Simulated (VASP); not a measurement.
# PrScO (P4/mmm) in VASP: further runs

The runs below take PrScO through relaxation of cell and atoms, with PBE.

All numbers are computed with VASP 6.6.1; they aren't measurements. Logs are shortened: lines on timing, memory, paths and dates and some standing lists are left out, and cuts for length are marked.

## Step 1: The cell of the first run

The structure is tetragonal, space group P4/mmm (No. 123). Conventional cell: a = 3.719 Å, b = 3.719 Å, c = 4.222 Å, α = 90.00°, β = 90.00°, γ = 90.00°. Within 3.5 Å of Pr (site symmetry 4/mmm) lie 4 O at 2.63 Å and 8 Sc at 3.37 Å. Within 2.8 Å of Sc (site symmetry 4/mmm) lie 2 O at 2.11 Å. Within 2.8 Å of O (site symmetry 4/mmm) lie 2 Sc at 2.11 Å and 4 Pr at 2.63 Å.

## Step 2: Relaxation of cell and atoms, PBE

File INCAR:

```
SYSTEM = PrScO
PREC = Accurate
ENCUT = 600
EDIFF = 1E-7
ISMEAR = 0
SIGMA = 0.1
LREAL = .False.
LASPH = .True.
NELM = 200
ALGO = Normal
ISIF = 3
LWAVE = .False.
LCHARG = .False.
GGA = PE
IBRION = 2
NSW = 80
EDIFFG = -0.001
GGA_COMPAT = .False.
NELMIN = 4
LMAXMIX = 6
```

File KPOINTS:

```
Automatic mesh
0
Gamma
  10 10 8
  0 0 0
```

File POSCAR:

```
PrScO
1.0
    3.7187184948      0.0000000000      0.0000000000
    0.0000000000      3.7187184948      0.0000000000
    0.0000000000      0.0000000000      4.2220819281
Pr Sc O
1 1 1
Direct
    0.0000000000      0.0000000000      0.5000000000
    0.5000000000      0.5000000000      0.0000000000
    0.5000000000      0.5000000000      0.5000000000
```

Potentials or basis: VASP PAW PBE potentials, release 64 (Pr_3, Sc_sv, O), 4f in core.

On the command line:

```console
> cat potpaw_PBE.64/Pr_3/POTCAR potpaw_PBE.64/Sc_sv/POTCAR potpaw_PBE.64/O/POTCAR > POTCAR
> mpirun -np 1 vasp_std > vasp.out
```

OUTCAR:

```text
SYSTEM = PrScO
   PREC = Accurate
   ENCUT = 600
   EDIFF = 1E-7
   ISMEAR = 0
   LREAL = .False.
   LASPH = .True.
   NELM = 200
   ISIF = 3
   GGA = PE
   IBRION = 2
   NSW = 80
   EDIFFG = -0.001
   NELMIN = 4

 ion  position               nearest neighbor table
   1  0.000  0.000  0.500-   3 2.63   3 2.63   3 2.63   3 2.63   2 3.37   2 3.37   2 3.37   2 3.37
                             2 3.37   2 3.37   2 3.37   2 3.37
   2  0.500  0.500  0.000-   3 2.11   3 2.11   1 3.37   1 3.37   1 3.37   1 3.37   1 3.37   1 3.37
                             1 3.37   1 3.37
   3  0.500  0.500  0.500-   2 2.11   2 2.11   1 2.63   1 2.63   1 2.63   1 2.63

  LATTYP: Found a simple tetragonal cell.
 ALAT       =     3.7187184948
 C/A-ratio  =     1.1353593809

  Lattice vectors:

 A1 = (   3.7187184948,   0.0000000000,   0.0000000000)
 A2 = (   0.0000000000,   3.7187184948,   0.0000000000)
 A3 = (   0.0000000000,   0.0000000000,   4.2220819281)

Analysis of symmetry for initial positions (statically):
=====================================================================
 Subroutine PRICEL returns:
 Original cell was already a primitive cell.

 Routine SETGRP: Setting up the symmetry group for a
 simple tetragonal supercell.

 Subroutine GETGRP returns: Found 16 space group operations
 (whereof 16 operations were pure point group operations)
 out of a pool of 16 trial point group operations.

The static configuration has the point symmetry D_4h.

Analysis of symmetry for dynamics (positions and initial velocities):
=====================================================================
 Subroutine PRICEL returns:
 Original cell was already a primitive cell.

 Routine SETGRP: Setting up the symmetry group for a
 simple tetragonal supercell.

 Subroutine GETGRP returns: Found 16 space group operations
 (whereof 16 operations were pure point group operations)
 out of a pool of 16 trial point group operations.

The dynamic configuration has the point symmetry D_4h.

 Subroutine INISYM returns: Found 16 space group operations
 (whereof 16 operations are pure point group operations),
 and found     1 'primitive' translations

----------------------------------------------------------------------------------------

                                     Primitive cell

  volume of cell :      58.3866

  direct lattice vectors                    reciprocal lattice vectors
     3.718718495  0.000000000  0.000000000     0.268909841  0.000000000  0.000000000
     0.000000000  3.718718495  0.000000000     0.000000000  0.268909841  0.000000000
     0.000000000  0.000000000  4.222081928     0.000000000  0.000000000  0.236849975

  length of vectors
     3.718718495  3.718718495  4.222081928     0.268909841  0.268909841  0.236849975

  position of ions in fractional coordinates (direct lattice)
     0.000000000  0.000000000  0.500000000
     0.500000000  0.500000000  0.000000000
     0.500000000  0.500000000  0.500000000

  ion indices of the primitive-cell ions
   primitive index   ion index
                 1           1
                 2           2
                 3           3

----------------------------------------------------------------------------------------

 KPOINTS: Automatic mesh

Automatic generation of k-mesh.
 Grid dimensions read from file:
 generate k-points for:   10   10    8

 Generating k-lattice:

  Cartesian coordinates                     Fractional coordinates (reciprocal lattice)
     0.026890984  0.000000000  0.000000000     0.100000000  0.000000000  0.000000000
     0.000000000  0.026890984  0.000000000     0.000000000  0.100000000  0.000000000
     0.000000000  0.000000000  0.029606247     0.000000000  0.000000000  0.125000000

  Length of vectors
     0.026890984  0.026890984  0.029606247

  Shift w.r.t. Gamma in fractional coordinates (k-lattice)
     0.000000000  0.000000000  0.000000000

 Subroutine IBZKPT returns following result:
 ===========================================

 Found    105 irreducible k-points:

 Following reciprocal coordinates:
            Coordinates               Weight
  0.000000  0.000000  0.000000      1.000000
  0.100000  0.000000  0.000000      4.000000
  0.200000  0.000000  0.000000      4.000000
  0.300000  0.000000  0.000000      4.000000
  0.400000  0.000000  0.000000      4.000000
  0.500000  0.000000  0.000000      2.000000
[... 16 lines left out ...]
  0.100000  0.000000  0.125000      8.000000
  0.200000  0.000000  0.125000      8.000000
 [... further k-points ...]
   k-points           NKPTS =    105   k-points in BZ     NKDIM =    105   number of bands    NBANDS=     18
   number of dos      NEDOS =    301   number of ions     NIONS =      3
   total plane-waves  NPLWV =  32400
   dimension x,y,z NGX =    30 NGY =   30 NGZ =   36
   dimension x,y,z NGXF=    60 NGYF=   60 NGZF=   72
   ions per type =               1   1   1
   NGX,Y,Z   is equivalent  to a cutoff of  13.41, 13.41, 14.18 a.u.
   NGXF,Y,Z  is equivalent  to a cutoff of  26.82, 26.82, 28.35 a.u.
 SYSTEM =  PrScO
   PREC   = accura    normal or accurate (medium, high low for compatibility)
   ISTART =      0    job   : 0-new  1-cont  2-samecut
   ICHARG =      2    charge: 1-file 2-atom 10-const
   ISPIN  =      1    spin polarized calculation?
   LNONCOLLINEAR =      F non collinear calculations
   LSORBIT =      F    spin-orbit coupling
   LASPH  =      T    aspherical Exc in radial PAW
   ENCUT  =  600.0 eV  44.10 Ry    6.64 a.u.   7.43  7.43  8.43*2*pi/ulx,y,z
   NELM   =    200;   NELMIN=  4; NELMDL= -5     # of ELM steps
   EDIFF  = 0.1E-06   stopping-criterion for ELM
   LREAL  =      F    real-space projection
   EDIFFG = -.1E-02   stopping-criterion for IOM
   NSW    =     80    number of steps for IOM
   IBRION =      2    ionic relax: 0-MD 1-quasi-New 2-CG
   NFREE  =      1    steps in history (QN), initial steepest desc. (CG)
   ISIF   =      3    stress and relaxation
   ISYM   =      2    0-nonsym 1-usesym 2-fastsym
   POTIM  = 0.5000    time-step for ionic-motion
   TEBEG  =    0.0;   TEEND  =   0.0 temperature during run
   PSTRESS=    0.0 pullay stress
   NELECT =      28.0000    total number of electrons
   NUPDOWN=      -1.0000    fix difference up-down
   EMIN   =  10.00;   EMAX   =-10.00  energy-range for DOS
   EFERMI =   0.00;   METHOD = LEGACY
   ISMEAR =     0;   SIGMA  =   0.10  broadening in eV -4-tet -1-fermi 0-gaus
   EFERMI_NEDOS =   21; number of points for ismear=-14 and -15
   IALGO  =     38    algorithm
   IMIX   =      4    mixing-type and parameters
     AMIX     =   0.40;   BMIX     =  1.00
     AMIX_MAG =   1.60;   BMIX_MAG =  1.00
  volume/ion in A,a.u.               =      19.46       131.34
  Fermi-wavevector in a.u.,A,eV,Ry     =   1.281415  2.421523 22.341093  1.642024
  Thomas-Fermi vector in A             =   2.413786
   LORBIT       =      0    0 simple, 1 ext, 2 COOP (PROOUT), +10 PAW based schemes
   GGA     = PE    functional components
   LHFCALC =     F    Hartree Fock is set to
   AEXX    =    0.0000 exact exchange contribution
   IVDW    =     0    specifies the selected vdW correction
   LEPSILON=     F    determine dielectric tensor
   LRPA    =     F    only Hartree local field effects (RPA)
 conjugate gradient relaxation of ions
 non-spin polarized calculation
 Gauss-broadening in eV      SIGMA  =   0.10
  energy-cutoff  :      600.00
  volume of cell :       58.39
 maximum number of plane-waves:      1985
 NGX is ok and might be reduce to    30
   NGX = 15   NGY = 15   NGZ = 17

--------------------------------------- Ionic step        1  -------------------------------------------

 number of electron      27.9999997 magnetization

 Free energy of the ion-electron system (eV)
  ---------------------------------------------------
  ext. energy  EPLUGINS =         0.00000000
  ---------------------------------------------------
  free energy    TOTEN  =       -21.88041923 eV

  energy without entropy =      -21.87530371  energy(sigma->0) =      -21.87786147

------------------------ aborting loop because EDIFF is reached ----------------------------------------

  FORCE on cell =-STRESS in cart. coord.  units (eV):
  Direction    XX          YY          ZZ          XY          YZ          ZX
  --------------------------------------------------------------------------------------
  -------------------------------------------------------------------------------------
  Total       -0.0101331     -0.0101331      0.3145589      0.0000000      0.0000000     -0.0000000
  in kB       -0.2780611     -0.2780611      8.6317600      0.0000000      0.0000000     -0.0000000
  external PRESSURE =       2.6918793 kB  Pullay stress =       0.0000000 kB

 VOLUME and BASIS-vectors are now :
 -----------------------------------------------------------------------------
  energy-cutoff  :      600.00
  volume of cell :       58.39
      direct lattice vectors                 reciprocal lattice vectors
     3.718718495  0.000000000  0.000000000     0.268909841  0.000000000  0.000000000
     0.000000000  3.718718495  0.000000000     0.000000000  0.268909841  0.000000000
     0.000000000  0.000000000  4.222081928     0.000000000  0.000000000  0.236849975
[... 112 lines left out ...]
 POSITION                                       TOTAL-FORCE (eV/Angst)
 -----------------------------------------------------------------------------------
      0.00000      0.00000      2.11897        -0.000000     -0.000000      0.000000
      1.85720      1.85720      4.23794         0.000000      0.000000      0.000000
      1.85720      1.85720      2.11897        -0.000000     -0.000000      0.000000
 -----------------------------------------------------------------------------------
    total drift:                                0.000000      0.000000      0.000000

  FREE ENERGIE OF THE ION-ELECTRON SYSTEM (eV)
  ---------------------------------------------------
  free  energy   TOTEN  =       -21.8810252949 eV

  energy  without entropy=      -21.8756335389  energy(sigma->0) =      -21.87832942

--------------------------------------- Ionic step        5  -------------------------------------------

 number of electron      27.9999997 magnetization

 Free energy of the ion-electron system (eV)
  ---------------------------------------------------
  ext. energy  EPLUGINS =         0.00000000
  ---------------------------------------------------
  free energy    TOTEN  =       -21.88102620 eV

  energy without entropy =      -21.87562486  energy(sigma->0) =      -21.87832553

 E-fermi :   4.9105     XC(G=0): -10.5454

 val. band max:        4.8734828468   @ k =   0.5000   0.2000   0.3750
 cond. band min:       4.9293075239   @ k =   0.1000   0.1000   0.5000
 fundamental gap:      0.0558246771
 Fermi energy:         4.9105099288

 k-point     1 :       0.0000    0.0000    0.0000
  band No.  band energies     occupation
      1     -44.6757      2.00000
      2     -31.4130      2.00000
      3     -23.4053      2.00000
      4     -23.2970      2.00000
      5     -23.2970      2.00000
      6     -14.6353      2.00000
[... 10 lines left out ...]
     17       6.7498      0.00000
     18       6.8471      0.00000
[... 463 lines left out ...]
 k-point    24 :       0.2000    0.0000    0.1250
  band No.  band energies     occupation
      1     -44.6741      2.00000
      2     -31.3936      2.00000
      3     -23.4211      2.00000
      4     -23.3154      2.00000
      5     -23.2941      2.00000
      6     -15.0413      2.00000
[... 10 lines left out ...]
     17       6.8778      0.00000
     18       7.1199      0.00000

 [... further k-points ...]

------------------------ aborting loop because EDIFF is reached ----------------------------------------

  FORCE on cell =-STRESS in cart. coord.  units (eV):
  Direction    XX          YY          ZZ          XY          YZ          ZX
  --------------------------------------------------------------------------------------
  -------------------------------------------------------------------------------------
  Total        0.0003907      0.0003907      0.0028024      0.0000000     -0.0000000      0.0000000
  in kB        0.0107084      0.0107084      0.0768052      0.0000000     -0.0000000      0.0000000
  external PRESSURE =       0.0327407 kB  Pullay stress =       0.0000000 kB

 VOLUME and BASIS-vectors are now :
 -----------------------------------------------------------------------------
  energy-cutoff  :      600.00
  volume of cell :       58.46
      direct lattice vectors                 reciprocal lattice vectors
     3.713960973 -0.000000000  0.000000000     0.269254310 -0.000000000 -0.000000000
    -0.000000000  3.713960973 -0.000000000     0.000000000  0.269254310 -0.000000000
     0.000000000  0.000000000  4.238122218    -0.000000000  0.000000000  0.235953554

 POSITION                                       TOTAL-FORCE (eV/Angst)
 -----------------------------------------------------------------------------------
      0.00000      0.00000      2.11906         0.000000      0.000000      0.000000
      1.85698      1.85698     -0.00000        -0.000000     -0.000000      0.000000
      1.85698      1.85698      2.11906         0.000000      0.000000      0.000000
 -----------------------------------------------------------------------------------
    total drift:                                0.000000      0.000000      0.000000

  FREE ENERGIE OF THE ION-ELECTRON SYSTEM (eV)
  ---------------------------------------------------
  free  energy   TOTEN  =       -21.8810261967 eV

  energy  without entropy=      -21.8756248564  energy(sigma->0) =      -21.87832553

 reached required accuracy - stopping structural energy minimisation
```

It took 5.8 min on 1 thread of Intel Xeon Platinum 8488C (Sapphire Rapids), shared host; peak memory 0.3 GiB.

What came out:

```yaml
Free_energy: -21.8810 eV
Relaxed_volume: 19.49 Å³/atom
Relaxed_cell: a = 3.714 Å, b = 3.714 Å, c = 4.238 Å, α = 90.00°, β = 90.00°, γ = 90.00°
Space_group_after_relaxing_to_0.1_Å: P4/mmm (No. 123)
Energy_gained_by_relaxing: 0.2 meV/atom
Ionic_steps: 5
Pressure_after_relaxing: 0.0 GPa
Band_gap_on_the_k_mesh: zero (bands 14 and 15 overlap by 1.41 eV)
```

The path:
```tsv
step	energy change (eV)	largest force (eV/Å)	pressure (GPa)	volume (Å³)
1	0.0000	0.0000	0.27	58.39
2	-0.0004	0.0000	-0.33	58.66
3	-0.0005	0.0000	-0.13	58.57
4	-0.0006	0.0000	-0.01	58.47
5	-0.0006	0.0000	0.00	58.46
```

Final structure:
```xyz
3
Lattice="3.7140 0.0000 0.0000 0.0000 3.7140 0.0000 0.0000 0.0000 4.2381" Properties=species:S:1:pos:R:3 pbc="T T T"
Pr    0.0000    0.0000    2.1191
Sc    1.8570    1.8570    0.0000
O     1.8570    1.8570    2.1191
```

Caveat: spin-orbit coupling is left out, which moves the levels of the heavy elements; the 4f electrons are frozen in the core, so they carry no moment and show no levels; the run has no spin polarisation, though such a crystal can be magnetic. With open d or f shells a metallic result of PBE can be an artefact of self-interaction; +U or a hybrid may open a gap.

## Step 3: Relaxation of cell and atoms, PBE

This run uses another cell than the first one, of 19.52 Å³/atom.

File INCAR:

```
ALGO     = Normal         # electronic algorithm
EDIFF    = 1E-7           # SCF threshold, eV
EDIFFG   = -0.01          # ionic threshold
ENCUT    = 600            # plane-wave cutoff, eV
GGA      = PE             # functional
GGA_COMPAT= False        
IBRION   = 2              # ionic algorithm
ISIF     = 3              # what is computed and relaxed
ISMEAR   = 0              # smearing method
LASPH    = True           # aspherical terms in the spheres
LCHARG   = False          # write CHGCAR
LMAXMIX  = 6              # l up to which the mixer works
LREAL    = False          # projectors in reciprocal space
LWAVE    = False          # write WAVECAR
NELM     = 200            # most SCF steps
NELMIN   = 4            
NSW      = 100            # ionic steps
PREC     = Accurate       # precision mode
SIGMA    = 0.1            # smearing width, eV
```

File KPOINTS:

```
k-points
0
Gamma
  10 10 8
```

File POSCAR:

```
PrScO
1.0
    3.7150814999      0.0000000000      0.0000000000
    0.0000000000      3.7150814999      0.0000000000
    0.0000000000      0.0000000000      4.2435956221
Pr Sc O
1 1 1
Direct
    0.0000000000      0.0000000000      0.5000000000
    0.5000000000      0.5000000000      0.0000000000
    0.5000000000      0.5000000000      0.5000000000
```

Potentials or basis: VASP PAW PBE potentials, release 64 (Pr_3, Sc_sv, O), 4f in core.

On the command line:

```console
> cat potpaw_PBE.64/Pr_3/POTCAR potpaw_PBE.64/Sc_sv/POTCAR potpaw_PBE.64/O/POTCAR > POTCAR
> mpirun -np 1 vasp_std > vasp.out
```

Wall time 3.9 min (1 thread of Intel Xeon Platinum 8488C (Sapphire Rapids), shared host); peak memory 0.3 GiB.

It converged, with:

* Free energy: -21.8812 eV
* Relaxed volume: 19.48 Å³/atom
* Relaxed cell: a = 3.714 Å, b = 3.714 Å, c = 4.238 Å, α = 90.00°, β = 90.00°, γ = 90.00°
* Space group after relaxing (to 0.1 Å): P4/mmm (No. 123)
* Energy gained by relaxing: 0.0 meV/atom
* Ionic steps: 3
* Pressure after relaxing: 0.0 GPa
* Band gap on the k mesh: zero (bands 14 and 15 overlap by 1.41 eV)

Final structure:
```
Pr Sc O
1.0
     3.71353    0.00000    0.00000
     0.00000    3.71353    0.00000
     0.00000    0.00000    4.23849
Pr Sc O
1 1 1
Direct
  0.00000 0.00000 0.50000
  0.50000 0.50000 0.00000
  0.50000 0.50000 0.50000
```

Levels at points of the mesh, in eV from the Fermi level:
```csv
k point,band 10,band 11,band 12,band 13,band 14,band 15,band 16,band 17,band 18
"(0.00, 0.00, 0.00)",-4.48,-4.34,-4.34,-3.53,-1.78,1.02,1.02,1.84,1.94
"(0.50, 0.00, 0.00)",-6.00,-5.52,-4.73,-1.15,-0.47,1.09,1.72,1.96,1.98
"(0.50, 0.50, 0.00)",-4.40,-4.37,-4.37,-1.44,-0.82,-0.82,2.42,2.89,2.89
"(0.00, 0.00, 0.50)",-6.17,-4.64,-4.64,-1.52,-0.56,0.25,1.73,2.12,2.12
"(0.50, 0.00, 0.50)",-6.44,-6.26,-5.82,-1.81,0.46,1.18,1.70,2.92,3.07
"(0.50, 0.50, 0.50)",-6.09,-4.67,-4.67,-0.99,-0.99,0.48,2.47,2.47,3.02
```

Caveat: spin-orbit coupling is left out, which moves the levels of the heavy elements; the 4f electrons are frozen in the core, so they carry no moment and show no levels; the run has no spin polarisation, though such a crystal can be magnetic. With open d or f shells a metallic result of PBE can be an artefact of self-interaction; +U or a hybrid may open a gap.

The gap in the log of VASP goes by the Fermi energy; the results here count the filled bands.